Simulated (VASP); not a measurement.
# AlN (P2_1) in VASP: single point with r2SCAN

Aim: the single point of AlN with r2SCAN.

Program: VASP 6.6.1. These are calculated values, not measurements. Logs are shortened: lines on timing, memory, paths and dates and some standing lists are left out, and cuts for length are marked.

## 1. The cell of the first run

Symmetry: P2_1, No. 4, monoclinic system. The conventional cell has a = 3.107 Å, b = 4.978 Å, c = 3.107 Å, α = 90.00°, β = 120.00°, γ = 90.00°. Al (site symmetry 1) has 4 N at 1.88 to 1.90 Å within 2.5 Å. N (site symmetry 1) has 4 Al at 1.88 to 1.90 Å within 2.5 Å.

## 2. Single point, r2SCAN (mode 5 (249.4 1/cm) frozen in, largest displacement +0.050 Å)

The input, POSCAR:

```
AlN
1.0
   -3.1066653462      0.0000000000      0.0000000000
    0.0000000000      0.0000000000     -4.9784048411
    0.0000000000     -5.3809022217      0.0000000000
Al N
4 4
Direct
    0.4839055726      0.9983070980      0.1666666667
   -0.0160944274      0.9983070980      0.6666666667
    0.0160944274      0.4983070980      0.3333333333
    0.5160944274      0.4983070980      0.8333333333
    0.5141294938      0.6166929020      0.1666666667
    0.0141294938      0.6166929020      0.6666666667
   -0.0141294938      0.1166929020      0.3333333333
    0.4858705062      0.1166929020      0.8333333333
```

The input, INCAR.step1:

```
ALGO = Normal ; EDIFF = 1E-4
ENCUT = 520 ; GGA = PE
ISMEAR = 0 ; LASPH = T
LCHARG = F ; LREAL = F
LWAVE = T ; NBANDS = 26
NELM = 100 ; PREC = Accurate
SIGMA = 0.05
```

The input, INCAR.step2:

```
ALGO = Normal ; EDIFF = 1E-6
ENCUT = 520 ; ISIF = 2
ISMEAR = 0 ; ISTART = 1
LASPH = T ; LCHARG = T
LELF = T ; LMIXTAU = T
LREAL = F ; LVHAR = T
LWAVE = F ; METAGGA = R2SCAN
NBANDS = 26 ; NELM = 100
PREC = Accurate ; SIGMA = 0.05
```

The input, KPOINTS:

```
k-points
0
Gamma
  8 6 4
```

Potentials or basis: VASP PAW PBE potentials, release 64 (Al, N).

Started as:

```sh
$ cat potpaw_PBE.64/Al/POTCAR potpaw_PBE.64/N/POTCAR > POTCAR
$ cp INCAR.step1 INCAR
$ mpirun -np 1 vasp_std > vasp.out
$ cp INCAR.step2 INCAR
$ mpirun -np 1 vasp_std > vasp.out
```

OUTCAR:

```text
EDIFF = 1E-6
   ENCUT = 520
   ISIF = 2
   ISMEAR = 0
   ISTART = 1
   LASPH = T
   LREAL = F
   METAGGA = R2SCAN
   NELM = 100
   PREC = Accurate

 ion  position               nearest neighbor table
   1  0.484  0.998  0.167-   7 1.88   8 1.89   7 1.89   5 1.90   3 3.02   3 3.02   4 3.07   4 3.07
                             2 3.11   2 3.11   2 3.11   2 3.11   3 3.12   3 3.12
   2  0.984  0.998  0.667-   8 1.88   7 1.89   8 1.89   6 1.90   4 3.02   4 3.02   3 3.07   3 3.07
                             1 3.11   1 3.11   1 3.11   1 3.11   4 3.12   4 3.12
   3  0.016  0.498  0.333-   5 1.88   6 1.89   5 1.89   7 1.90   1 3.02   1 3.02   2 3.07   2 3.07
                             4 3.11   4 3.11   4 3.11   4 3.11   1 3.12   1 3.12
   4  0.516  0.498  0.833-   6 1.88   5 1.89   6 1.89   8 1.90   2 3.02   2 3.02   1 3.07   1 3.07
                             3 3.11   3 3.11   3 3.11   3 3.11   2 3.12   2 3.12
   5  0.514  0.617  0.167-   3 1.88   4 1.89   3 1.89   1 1.90
   6  0.014  0.617  0.667-   4 1.88   3 1.89   4 1.89   2 1.90
   7  0.986  0.117  0.333-   1 1.88   2 1.89   1 1.89   3 1.90
   8  0.486  0.117  0.833-   2 1.88   1 1.89   2 1.89   4 1.90

  LATTYP: Found a simple orthorhombic cell.
 ALAT       =     3.1066653462
 B/A-ratio  =     1.6024915098
 C/A-ratio  =     1.7320508076

  Lattice vectors:

 A1 = (  -3.1066653462,   0.0000000000,   0.0000000000)
 A2 = (   0.0000000000,   0.0000000000,  -4.9784048411)
 A3 = (   0.0000000000,  -5.3809022217,   0.0000000000)

Analysis of symmetry for initial positions (statically):
=====================================================================
 Subroutine PRICEL returns following result:

  LATTYP: Found a hexagonal cell.
 ALAT       =     3.1066653462
 C/A-ratio  =     1.6024915098

  Lattice vectors:

 A1 = (  -1.5533326731,  -2.6904511108,   0.0000000000)
 A2 = (  -1.5533326731,   2.6904511109,   0.0000000000)
 A3 = (   0.0000000000,   0.0000000000,  -4.9784048411)

   2 primitive cells build up your supercell.

 Routine SETGRP: Setting up the symmetry group for a
 simple orthorhombic supercell.

 Subroutine GETGRP returns: Found  2 space group operations
 (whereof  1 operations were pure point group operations)
 out of a pool of  8 trial point group operations.

The static configuration has the point symmetry C_1 .
 The point group associated with its full space group is C_2 .

Analysis of symmetry for dynamics (positions and initial velocities):
=====================================================================
 Subroutine PRICEL returns following result:

  LATTYP: Found a hexagonal cell.
 ALAT       =     3.1066653462
 C/A-ratio  =     1.6024915098

  Lattice vectors:

 A1 = (  -1.5533326731,  -2.6904511108,   0.0000000000)
 A2 = (  -1.5533326731,   2.6904511109,   0.0000000000)
 A3 = (   0.0000000000,   0.0000000000,  -4.9784048411)

   2 primitive cells build up your supercell.

 Routine SETGRP: Setting up the symmetry group for a
 simple orthorhombic supercell.

 Subroutine GETGRP returns: Found  2 space group operations
 (whereof  1 operations were pure point group operations)
 out of a pool of  8 trial point group operations.

The dynamic configuration has the point symmetry C_1 .
 The point group associated with its full space group is C_2 .

 Subroutine INISYM returns: Found  2 space group operations
 (whereof  1 operations are pure point group operations),
 and found     2 'primitive' translations

----------------------------------------------------------------------------------------

                                     Primitive cell

  volume of cell :      41.6112

  direct lattice vectors                    reciprocal lattice vectors
    -1.553332673 -2.690451111  0.000000000    -0.321888549 -0.185842440  0.000000000
    -1.553332673  2.690451111  0.000000000    -0.321888549  0.185842440  0.000000000
     0.000000000  0.000000000 -4.978404841     0.000000000  0.000000000 -0.200867553

  length of vectors
     3.106665346  3.106665346  4.978404841     0.371684881  0.371684881  0.200867553

  position of ions in fractional coordinates (direct lattice)
     0.650572239  0.317238906  0.998307098
     0.349427761  0.682761094  0.498307098
     0.680796161  0.347462827  0.616692902
     0.319203839  0.652537173  0.116692902

  ion indices of the primitive-cell ions
   primitive index   ion index
                 1           1
                 2           4
                 3           5
                 4           8

----------------------------------------------------------------------------------------

 KPOINTS: k-points

Automatic generation of k-mesh.
 Grid dimensions read from file:
 generate k-points for:    8    6    4

 Generating k-lattice:

  Cartesian coordinates                     Fractional coordinates (reciprocal lattice)
    -0.040236069  0.000000000  0.000000000     0.125000000  0.000000000  0.000000000
     0.000000000  0.000000000 -0.033477926     0.000000000  0.166666667  0.000000000
     0.000000000 -0.046460610  0.000000000     0.000000000  0.000000000  0.250000000

  Length of vectors
     0.040236069  0.033477926  0.046460610

  Shift w.r.t. Gamma in fractional coordinates (k-lattice)
     0.000000000  0.000000000  0.000000000

 Subroutine IBZKPT returns following result:
 ===========================================

 Found     72 irreducible k-points:

 Following reciprocal coordinates:
            Coordinates               Weight
  0.000000  0.000000  0.000000      1.000000
  0.125000  0.000000  0.000000      2.000000
  0.250000  0.000000  0.000000      2.000000
  0.375000  0.000000  0.000000      2.000000
  0.500000  0.000000  0.000000      1.000000
  0.000000  0.166667  0.000000      2.000000
[... 16 lines left out ...]
  0.125000  0.000000 -0.250000      2.000000
  0.250000  0.000000  0.250000      2.000000
 [... further k-points ...]
   k-points           NKPTS =     72   k-points in BZ     NKDIM =     72   number of bands    NBANDS=     26
   number of dos      NEDOS =    301   number of ions     NIONS =      8
   total plane-waves  NPLWV =  38400
   dimension x,y,z NGX =    24 NGY =   40 NGZ =   40
   dimension x,y,z NGXF=    48 NGYF=   80 NGZF=   80
   ions per type =               4   4
   NGX,Y,Z   is equivalent  to a cutoff of  12.84, 13.36, 12.36 a.u.
   NGXF,Y,Z  is equivalent  to a cutoff of  25.69, 26.71, 24.72 a.u.
 SYSTEM =  unknown system
   PREC   = accura    normal or accurate (medium, high low for compatibility)
   ISTART =      1    job   : 0-new  1-cont  2-samecut
   ICHARG =      0    charge: 1-file 2-atom 10-const
   ISPIN  =      1    spin polarized calculation?
   LNONCOLLINEAR =      F non collinear calculations
   LSORBIT =      F    spin-orbit coupling
   LASPH  =      T    aspherical Exc in radial PAW
   ENCUT  =  520.0 eV  38.22 Ry    6.18 a.u.   5.78  9.26 10.00*2*pi/ulx,y,z
   NELM   =    100;   NELMIN=  2; NELMDL=  0     # of ELM steps
   EDIFF  = 0.1E-05   stopping-criterion for ELM
   LREAL  =      F    real-space projection
   EDIFFG = 0.1E-04   stopping-criterion for IOM
   NSW    =      0    number of steps for IOM
   IBRION =     -1    ionic relax: 0-MD 1-quasi-New 2-CG
   NFREE  =      0    steps in history (QN), initial steepest desc. (CG)
   ISIF   =      2    stress and relaxation
   ISYM   =      2    0-nonsym 1-usesym 2-fastsym
   POTIM  = 0.5000    time-step for ionic-motion
   TEBEG  =    0.0;   TEEND  =   0.0 temperature during run
   PSTRESS=    0.0 pullay stress
   NELECT =      32.0000    total number of electrons
   NUPDOWN=      -1.0000    fix difference up-down
   EMIN   =  10.00;   EMAX   =-10.00  energy-range for DOS
   EFERMI =   0.00;   METHOD = LEGACY
   ISMEAR =     0;   SIGMA  =   0.05  broadening in eV -4-tet -1-fermi 0-gaus
   EFERMI_NEDOS =   21; number of points for ismear=-14 and -15
   IALGO  =     38    algorithm
   IMIX   =      4    mixing-type and parameters
     AMIX     =   0.40;   BMIX     =  1.00
     AMIX_MAG =   1.60;   BMIX_MAG =  1.00
  volume/ion in A,a.u.               =      10.40        70.20
  Fermi-wavevector in a.u.,A,eV,Ry     =   1.190451  2.249626 19.281821  1.417174
  Thomas-Fermi vector in A             =   2.326535
   LORBIT       =      0    0 simple, 1 ext, 2 COOP (PROOUT), +10 PAW based schemes
   METAGGA = R2SCAN    functional components
   LHFCALC =     F    Hartree Fock is set to
   AEXX    =    0.0000 exact exchange contribution
   IVDW    =     0    specifies the selected vdW correction
   LEPSILON=     F    determine dielectric tensor
   LRPA    =     F    only Hartree local field effects (RPA)
 non-spin polarized calculation
 Gauss-broadening in eV      SIGMA  =   0.05
  energy-cutoff  :      520.00
  volume of cell :       83.22
 maximum number of plane-waves:      2264
 NGX is ok and might be reduce to    24
   NGX = 11   NGY = 19   NGZ = 21

 number of electron      32.0000000 magnetization

 Free energy of the ion-electron system (eV)
  ---------------------------------------------------
  ext. energy  EPLUGINS =         0.00000000
  ---------------------------------------------------
  free energy    TOTEN  =       -76.86909900 eV

  energy without entropy =      -76.86909900  energy(sigma->0) =      -76.86909900

 E-fermi :   6.2057     XC(G=0): -11.4180

 val. band max:        5.9373419582   @ k =   0.0000   0.0000   0.0000
 cond. band min:      10.8266428957   @ k =   0.0000   0.0000   0.0000
 fundamental gap:      4.8893009375
 Fermi energy:         6.2056538342

 k-point     1 :       0.0000    0.0000    0.0000
  band No.  band energies     occupation
      1     -10.0593      2.00000
      2      -8.1116      2.00000
      3      -7.9358      2.00000
      4      -7.4197      2.00000
      5      -0.1466      2.00000
      6       0.4052      2.00000
[... 18 lines left out ...]
     25      17.7749      0.00000
     26      18.1730      0.00000

 k-point     2 :       0.1250    0.0000    0.0000
  band No.  band energies     occupation
      1      -9.9094      2.00000
      2      -8.0190      2.00000
      3      -7.8525      2.00000
      4      -7.4138      2.00000
      5       0.0346      2.00000
      6       0.5551      2.00000
[... 18 lines left out ...]
     25      17.6194      0.00000
[... 608 lines left out ...]
     25      17.7350      0.00000
     26      18.8034      0.00000

 k-point    24 :       0.2500    0.0000    0.2500
  band No.  band energies     occupation
      1      -9.3044      2.00000
      2      -8.2130      2.00000
      3      -7.5778      2.00000
      4      -7.3240      2.00000
      5       0.7933      2.00000
      6       1.1751      2.00000
[... 18 lines left out ...]
     25      17.6142      0.00000
     26      18.4004      0.00000

 [... further k-points ...]
[... 5 lines left out ...]
  --------------------------------------------------------------------------------------
  -------------------------------------------------------------------------------------
  Total       -0.3300989     -0.1967386     -0.1922643      0.0951404      0.0000000      0.0000000
  in kB       -6.3549909     -3.7875672     -3.7014288      1.8316219      0.0000000      0.0000000
  external PRESSURE =      -4.6146623 kB  Pullay stress =       0.0000000 kB

 VOLUME and BASIS-vectors are now :
 -----------------------------------------------------------------------------
  energy-cutoff  :      520.00
  volume of cell :       83.22
      direct lattice vectors                 reciprocal lattice vectors
    -3.106665346  0.000000000  0.000000000    -0.321888549  0.000000000  0.000000000
     0.000000000  0.000000000 -4.978404841     0.000000000  0.000000000 -0.200867553
     0.000000000 -5.380902222  0.000000000     0.000000000 -0.185842440  0.000000000

 POSITION                                       TOTAL-FORCE (eV/Angst)
 -----------------------------------------------------------------------------------
     -1.50333     -0.89682     -4.96998        -0.310268      0.012237      0.017493
     -3.05667     -3.58727     -4.96998        -0.310268      0.012237      0.017493
     -0.05000     -1.79363     -2.48077         0.310268     -0.012237      0.017493
     -1.60333     -4.48409     -2.48077         0.310268     -0.012237      0.017493
     -1.59723     -0.89682     -3.07015         0.141393      0.005387     -0.017493
     -0.04390     -3.58727     -3.07015         0.141393      0.005387     -0.017493
     -3.06277     -1.79363     -0.58094        -0.141393     -0.005387     -0.017493
     -1.50944     -4.48409     -0.58094        -0.141393     -0.005387     -0.017493
 -----------------------------------------------------------------------------------
    total drift:                               -0.000000      0.000001      0.001430

  FREE ENERGIE OF THE ION-ELECTRON SYSTEM (eV)
  ---------------------------------------------------
  free  energy   TOTEN  =       -76.8690990037 eV

  energy  without entropy=      -76.8690990037  energy(sigma->0) =      -76.86909900
```

Run time: 5.7 min. Hardware: 1 thread of Intel Xeon 6975P-C, shared host; peak memory 0.27 GiB.

Results:

```yaml
Free_energy: -76.8691 eV
Pressure: -0.5 GPa
Largest_force: 0.311 eV/Å
Band_gap_on_the_k_mesh: 4.89 eV
```

Forces on the atoms (eV/Å):
```
Al  -0.310  0.012  0.017
Al  -0.310  0.012  0.017
Al   0.310 -0.012  0.017
Al   0.310 -0.012  0.017
N    0.141  0.005 -0.017
N    0.141  0.005 -0.017
N   -0.141 -0.005 -0.017
N   -0.141 -0.005 -0.017
```

Caveat: the cell differs from its parent crystal (mode 5 (249.4 1/cm) frozen in, largest displacement +0.050 Å); the PAW data sets were made with another functional, which shifts forces and pressure a little. A k mesh can miss the band edges.
